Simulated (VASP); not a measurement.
Crystal: Ba2Be.

```
CELL_PARAMETERS angstrom
5.79874 0.00000 0.00000
-2.89937 5.02185 0.00000
0.00000 0.00000 3.59404
ATOMIC_POSITIONS crystal
Ba 0.33333 0.66667 0.50000
Ba 0.66667 0.33333 0.50000
Be 0.00000 0.00000 0.00000
```

The cell was generated, and may not be a known phase.

* Program: VASP 6.6.1
* Task: relaxation of cell and atoms
* Functional: PBE
* Potentials or basis: VASP PAW PBE potentials, release 64 (Ba_sv, Be)
* Cutoff: 600 eV
* k mesh: 3 × 3 × 6
* Occupations: gaussian, width 0.1 eV
* Spin: no spin polarisation

At the start: pressure 0.5 GPa; volume 34.89 Å³/atom.

Q: Where does the relaxation end?

A: Over 3 steps the energy falls by 2.4 meV/atom and the volume is 35.77 Å³/atom (+2.5 %); space group P6/mmm (No. 191, to 0.1 Å) before and after.

Step by step:
```
step  energy change (eV)  largest force (eV/Å)  pressure (GPa)  volume (Å³)
   1              0.0000                0.0000            0.53       104.66
   2             -0.0065                0.0000            0.17       106.41
   3             -0.0073                0.0000           -0.01       107.31
```

Final structure:
```cif
data_structure
_symmetry_space_group_name_H-M 'P 1'
_symmetry_Int_Tables_number 1
_cell_length_a 5.8767
_cell_length_b 5.8767
_cell_length_c 3.5878
_cell_angle_alpha 90.000
_cell_angle_beta 90.000
_cell_angle_gamma 120.000
_cell_volume 107.31
loop_
_atom_site_label
_atom_site_type_symbol
_atom_site_fract_x
_atom_site_fract_y
_atom_site_fract_z
_atom_site_occupancy
Ba1 Ba 0.33333 0.66667 0.50000 1
Ba2 Ba 0.66667 0.33333 0.50000 1
Be1 Be 0.00000 0.00000 0.00000 1
```

Caveat: the k points lie up to 0.41 Å⁻¹ apart in the final cell, too coarse for converged energies and pressures of a metal.
